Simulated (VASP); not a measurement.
# Ag (P2_1/m) in VASP: single point with PBEsol

Aim: the single point of Ag with PBEsol.

Program: VASP 6.6.1. These are calculated values, not measurements. Logs are shortened: lines on timing, memory, paths and dates and some standing lists are left out, and cuts for length are marked.

## (1) The cell of the first run

Symmetry: P2_1/m, No. 11, monoclinic system. The conventional cell has a = 2.867 Å, b = 4.691 Å, c = 2.867 Å, α = 90.00°, β = 120.00°, γ = 90.00°. Within 3.7 Å of Ag (site symmetry m) lie 12 Ag at 2.82 to 2.91 Å.

## (2) Single point, PBEsol (atoms displaced along a vibrational mode)

Contents of INCAR:

```
  ALGO = Normal
  EDIFF = 1E-6
  ENCUT = 500
  GGA = PS
  GGA_COMPAT = False
  ISIF = 2
  ISMEAR = 0
  LASPH = True
  LCHARG = False
  LREAL = False
  LWAVE = False
  NBANDS = 30
  NELM = 120
  PREC = Accurate
  SIGMA = 0.15
```

Contents of KPOINTS:

```
k-points
0
Gamma
  20 14 12
```

Contents of POSCAR:

```
Ag
1.0
   -2.8670626684      0.0000000000      0.0000000000
    0.0000000000      0.0000000000     -4.6907149289
    0.0000000000     -4.9658982101      0.0000000000
Ag
4
Direct
    0.5123315543      0.7500000000      0.1737862929
    0.0123315543      0.7500000000      0.6737862929
   -0.0123315543      0.2500000000      0.3262137071
    0.4876684457      0.2500000000      0.8262137071
```

Potentials or basis: VASP PAW PBE potentials, release 64 (Ag).

Started as:

```
$ cat potpaw_PBE.64/Ag/POTCAR > POTCAR
$ mpirun -np 1 vasp_std > vasp.out
```

OUTCAR:

```text
EDIFF = 1E-6
   ENCUT = 500
   GGA = PS
   ISIF = 2
   ISMEAR = 0
   LASPH = True
   LREAL = False
   NELM = 120
   PREC = Accurate

 ion  position               nearest neighbor table
   1  0.512  0.750  0.174-   3 2.82   3 2.82   2 2.87   2 2.87   2 2.87   2 2.87   3 2.89   3 2.89
                             4 2.91   4 2.91
   2  0.012  0.750  0.674-   4 2.82   4 2.82   1 2.87   1 2.87   1 2.87   1 2.87   4 2.89   4 2.89
                             3 2.91   3 2.91
   3  0.988  0.250  0.326-   1 2.82   1 2.82   4 2.87   4 2.87   4 2.87   4 2.87   1 2.89   1 2.89
                             2 2.91   2 2.91
   4  0.488  0.250  0.826-   2 2.82   2 2.82   3 2.87   3 2.87   3 2.87   3 2.87   2 2.89   2 2.89
                             1 2.91   1 2.91

  LATTYP: Found a simple orthorhombic cell.
 ALAT       =     2.8670626684
 B/A-ratio  =     1.6360698985
 C/A-ratio  =     1.7320508076

  Lattice vectors:

 A1 = (  -2.8670626684,   0.0000000000,   0.0000000000)
 A2 = (   0.0000000000,   0.0000000000,  -4.6907149289)
 A3 = (   0.0000000000,  -4.9658982101,   0.0000000000)

Analysis of symmetry for initial positions (statically):
=====================================================================
 Subroutine PRICEL returns following result:

  LATTYP: Found a hexagonal cell.
 ALAT       =     2.8670626684
 C/A-ratio  =     1.6360698985

  Lattice vectors:

 A1 = (  -1.4335313342,  -2.4829491050,   0.0000000000)
 A2 = (  -1.4335313342,   2.4829491050,   0.0000000000)
 A3 = (   0.0000000000,   0.0000000000,  -4.6907149289)

   2 primitive cells build up your supercell.

 Routine SETGRP: Setting up the symmetry group for a
 simple orthorhombic supercell.

 Subroutine GETGRP returns: Found  4 space group operations
 (whereof  2 operations were pure point group operations)
 out of a pool of  8 trial point group operations.

The static configuration has the point symmetry S_2 .
 The point group associated with its full space group is C_2h.

Analysis of symmetry for dynamics (positions and initial velocities):
=====================================================================
 Subroutine PRICEL returns following result:

  LATTYP: Found a hexagonal cell.
 ALAT       =     2.8670626684
 C/A-ratio  =     1.6360698985

[... 111 lines left out ...]
   LNONCOLLINEAR =      F non collinear calculations
   LSORBIT =      F    spin-orbit coupling
   LASPH  =      T    aspherical Exc in radial PAW
   ENCUT  =  500.0 eV  36.75 Ry    6.06 a.u.   5.23  8.55  9.05*2*pi/ulx,y,z
   NELM   =    120;   NELMIN=  2; NELMDL= -5     # of ELM steps
   EDIFF  = 0.1E-05   stopping-criterion for ELM
   LREAL  =      F    real-space projection
   EDIFFG = 0.1E-04   stopping-criterion for IOM
   NSW    =      0    number of steps for IOM
   IBRION =     -1    ionic relax: 0-MD 1-quasi-New 2-CG
   NFREE  =      0    steps in history (QN), initial steepest desc. (CG)
   ISIF   =      2    stress and relaxation
   ISYM   =      2    0-nonsym 1-usesym 2-fastsym
   POTIM  = 0.5000    time-step for ionic-motion
   TEBEG  =    0.0;   TEEND  =   0.0 temperature during run
   PSTRESS=    0.0 pullay stress
   NELECT =      44.0000    total number of electrons
   NUPDOWN=      -1.0000    fix difference up-down
   EMIN   =  10.00;   EMAX   =-10.00  energy-range for DOS
   EFERMI =   0.00;   METHOD = LEGACY
   ISMEAR =     0;   SIGMA  =   0.15  broadening in eV -4-tet -1-fermi 0-gaus
   EFERMI_NEDOS =   21; number of points for ismear=-14 and -15
   IALGO  =     38    algorithm
   IMIX   =      4    mixing-type and parameters
     AMIX     =   0.40;   BMIX     =  1.00
     AMIX_MAG =   1.60;   BMIX_MAG =  1.00
  volume/ion in A,a.u.               =      16.70       112.67
  Fermi-wavevector in a.u.,A,eV,Ry     =   1.424517  2.691947 27.609614  2.029249
  Thomas-Fermi vector in A             =   2.545000
   LORBIT       =      0    0 simple, 1 ext, 2 COOP (PROOUT), +10 PAW based schemes
   GGA     = PS    functional components
   LHFCALC =     F    Hartree Fock is set to
   AEXX    =    0.0000 exact exchange contribution
   IVDW    =     0    specifies the selected vdW correction
   LEPSILON=     F    determine dielectric tensor
   LRPA    =     F    only Hartree local field effects (RPA)
 non-spin polarized calculation
 Gauss-broadening in eV      SIGMA  =   0.15
  energy-cutoff  :      500.00
  volume of cell :       66.78
 maximum number of plane-waves:      1720
 NGX is ok and might be reduce to    24
   NGX = 11   NGY = 17   NGZ = 19

 number of electron      44.0000008 magnetization

 Free energy of the ion-electron system (eV)
  ---------------------------------------------------
  ext. energy  EPLUGINS =         0.00000000
  ---------------------------------------------------
  free energy    TOTEN  =       -13.21019143 eV

  energy without entropy =      -13.19746794  energy(sigma->0) =      -13.20382969

 E-fermi :   8.5231     XC(G=0): -12.5367

 val. band max:        8.5226922098   @ k =   0.3000  -0.0714  -0.2500
 cond. band min:       8.5236889584   @ k =   0.0500   0.5000   0.1667
 fundamental gap:      0.0009967486
 Fermi energy:         8.5231055355

 k-point     1 :       0.0000    0.0000    0.0000
  band No.  band energies     occupation
      1       0.5395      2.00000
      2       1.9973      2.00000
      3       2.0682      2.00000
      4       2.3545      2.00000
      5       2.3830      2.00000
      6       3.6297      2.00000
[... 781 lines left out ...]
     29      19.5195      0.00000
     30      20.0020      0.00000

 [... further k-points ...]

------------------------ aborting loop because EDIFF is reached ----------------------------------------

  FORCE on cell =-STRESS in cart. coord.  units (eV):
  Direction    XX          YY          ZZ          XY          YZ          ZX
  --------------------------------------------------------------------------------------
  -------------------------------------------------------------------------------------
  Total        0.0586445     -0.3976032      0.1616342      0.1760606      0.0000000      0.0000000
  in kB        1.4069031     -9.5386382      3.8776615      4.2237547      0.0000000      0.0000000
  external PRESSURE =      -1.4180246 kB  Pullay stress =       0.0000000 kB

 VOLUME and BASIS-vectors are now :
 -----------------------------------------------------------------------------
  energy-cutoff  :      500.00
  volume of cell :       66.78
      direct lattice vectors                 reciprocal lattice vectors
    -2.867062668  0.000000000  0.000000000    -0.348789028  0.000000000  0.000000000
     0.000000000  0.000000000 -4.690714929     0.000000000  0.000000000 -0.213187119
     0.000000000 -4.965898210  0.000000000     0.000000000 -0.201373439  0.000000000

 POSITION                                       TOTAL-FORCE (eV/Angst)
 -----------------------------------------------------------------------------------
     -1.46889     -0.86301     -3.51804         0.085091      0.073285     -0.000000
     -0.03536     -3.34595     -3.51804         0.085091      0.073285     -0.000000
     -2.83171     -1.61994     -1.17268        -0.085091     -0.073285     -0.000000
     -1.39818     -4.10289     -1.17268        -0.085091     -0.073285      0.000000
 -----------------------------------------------------------------------------------
    total drift:                               -0.000000     -0.000000     -0.000000

  FREE ENERGIE OF THE ION-ELECTRON SYSTEM (eV)
  ---------------------------------------------------
  free  energy   TOTEN  =       -13.2101914329 eV

  energy  without entropy=      -13.1974679424  energy(sigma->0) =      -13.20382969
```

OSZICAR:

```text
N       E                     dE             d eps       ncg     rms          rms(c)
DAV:   1     0.288824934554E+03    0.28882E+03   -0.22543E+04 58560   0.143E+03
DAV:   2    -0.817267250636E+01   -0.29700E+03   -0.28288E+03 61074   0.332E+02
DAV:   3    -0.146082055745E+02   -0.64355E+01   -0.64008E+01 67188   0.554E+01
DAV:   4    -0.146323764050E+02   -0.24171E-01   -0.24168E-01 62178   0.332E+00
DAV:   5    -0.146325818867E+02   -0.20548E-03   -0.20548E-03 67392   0.328E-01    0.117E+01
DAV:   6    -0.132681722847E+02    0.13644E+01   -0.40428E+00 62370   0.167E+01    0.701E+00
DAV:   7    -0.132261619112E+02    0.42010E-01   -0.51192E-02 63894   0.149E+00    0.389E+00
DAV:   8    -0.132101534847E+02    0.16008E-01   -0.24505E-03 62910   0.336E-01    0.206E-01
DAV:   9    -0.132101742335E+02   -0.20749E-04   -0.55106E-05 66786   0.485E-02    0.255E-02
DAV:  10    -0.132101917948E+02   -0.17561E-04   -0.78122E-06 63498   0.224E-02    0.613E-03
DAV:  11    -0.132101914329E+02    0.36184E-06   -0.13095E-07 37644   0.190E-03
   1 F= -.13210191E+02 E0= -.13203830E+02  d E =-.127235E-01
```

stdout:

```text
POSCAR found type information on POSCAR Ag
 POSCAR found :  1 types and       4 ions
 scaLAPACK will be used
 -----------------------------------------------------------------------------
|                                                                             |
|                                                                             |
|     You enforced a specific xc type in the INCAR file but a different       |
|     I HOPE YOU KNOW WHAT YOU ARE DOING!                                     |
|                                                                             |
 -----------------------------------------------------------------------------

 LDA part: xc-table for (Slater+PW92), standard interpolation
 POSCAR, INCAR and KPOINTS ok, starting setup
 FFT: planning ... GRIDC
 FFT: planning ... GRID_SOFT
 FFT: planning ... GRID
 WAVECAR not read
 entering main loop
```

It took 29 min on 1 thread of Oxide Virtual Turin-like, shared host; peak memory 1.2 GiB.

Results:

```
Free energy            : -13.2102 eV
Pressure               : -0.1 GPa
Largest force          : 0.112 eV/Å
Band gap on the k mesh : zero (bands 22 and 23 overlap by 5.13 eV)
```

Forces in eV/Å, atoms in the order of the input:
```
Ag   0.085  0.073  0.000
Ag   0.085  0.073  0.000
Ag  -0.085 -0.073  0.000
Ag  -0.085 -0.073  0.000
```

Stress tensor (GPa, compression positive):
```
 0.14  0.42  0.00
 0.42 -0.95  0.00
 0.00  0.00  0.39
```

Caveat: the cell differs from its parent crystal (atoms displaced along a vibrational mode); the PAW data sets were made with another functional, which shifts forces and pressure a little.
